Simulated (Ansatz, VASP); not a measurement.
## Mo: VASP beside Ansatz

File INCAR:

```
SYSTEM = Mo
  ALGO = Normal
  EDIFF = 1E-6
  ENCUT = 520
  GGA = PS
  ISIF = 2
  ISMEAR = 0
  LASPH = .TRUE.
  LCHARG = .FALSE.
  LREAL = .FALSE.
  LWAVE = .FALSE.
  NBANDS = 13
  NELM = 60
  PREC = Accurate
  SIGMA = 0.15
```

Contents of KPOINTS:

```
k-points
0
G
  22 22 22
  0 0 0
```

POSCAR

```
Mo
1.0
   -1.5081600000      1.5081600000      1.5081600000
    1.5081600000     -1.5081600000      1.5081600000
    1.5081600000      1.5081600000     -1.5081600000
Mo
1
Direct
    0.0000000000      0.0000000000      0.0000000000
```

Input for Ansatz:

```yaml
crystal:
  lattice:
    - [-1.50816, 1.50816, 1.50816]
    - [1.50816, -1.50816, 1.50816]
    - [1.50816, 1.50816, -1.50816]
  atoms:
    - { symbol: Mo, position: [0.0, 0.0, 0.0] }
basis:
  ecutwfc: 420
kpoints:
  mp_grid: { grid: [22, 22, 22] }
hamiltonian:
  xc: pbesol
scf:
  occupations: { method: gaussian, width: 0.15 }
output:
  forces: true
  stress: true
  eigenvalues: true
```

Change from the starting cell: strain -0.040 along x and y, -0.040 along z, atoms carried along.

Alike in both runs: task single point; functional PBEsol; k mesh 22 × 22 × 22; occupations gaussian, width 0.15 eV; no spin polarisation.

|  | VASP | Ansatz |
| --- | --- | --- |
| version | VASP 6.6.1 | Ansatz 0.2.0 |
| potentials or method | VASP PAW PBE potentials, release 64 (Mo_sv), cutoff 520 eV | scalar-relativistic, plane waves, PAW |
| valence electrons in the cell | 14 | 14 |

VASP gave:

- gap on the k mesh at the Fermi level (eV): none
- pressure (GPa): 39.6

Which values does Ansatz return?

gap on the k mesh at the Fermi level (eV): none; pressure (GPa): 38.7.

VASP's potentials were made for PBE, not for PBEsol. A gap of «none» marks a metal or a gap that the smearing closes. Both programs put the cell under a high pressure, so it lies far from rest at this level. The functional is the same, so the differences come from potentials, cutoffs and numerics.
